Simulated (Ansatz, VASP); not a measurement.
## One calculation of Pt, two programs

```
Pt
1.0
     2.66160    0.00000    0.00000
    -1.33080    2.30501    0.00000
     0.00000    0.00000    4.86380
Pt
2
Direct
  0.66667 0.33333 0.75000
  0.33333 0.66667 0.25000
```

Alike in both runs: task single point; functional PBEsol; k mesh 18 × 18 × 10; occupations gaussian, width 0.15 eV; no spin polarisation.

```csv
,VASP,Ansatz
version,VASP 6.6.1,Ansatz 0.2.0
potentials or method,"VASP PAW PBE potentials, release 64 (Pt), cutoff 520 eV","scalar-relativistic, plane waves, PAW"
valence electrons in the cell,20,36
```

```csv
,VASP,Ansatz,Ansatz less VASP
gap on the k mesh at the Fermi level (eV),none,none,-
pressure (GPa),6.6,7.0,+0.41
"traceless stress, the component that is largest in VASP (GPa)",-11.16,-11.08,+0.078
```

VASP's potentials were made for PBE, not for PBEsol. A gap of «none» marks a metal or a gap that the smearing closes. With one functional, cell and mesh, what is left measures potentials, basis and numerics. VASP's potentials hold 20 valence electrons a cell and Ansatz's 36, so a difference there can come from the potentials and not from the codes.

Spin-orbit coupling is off throughout.
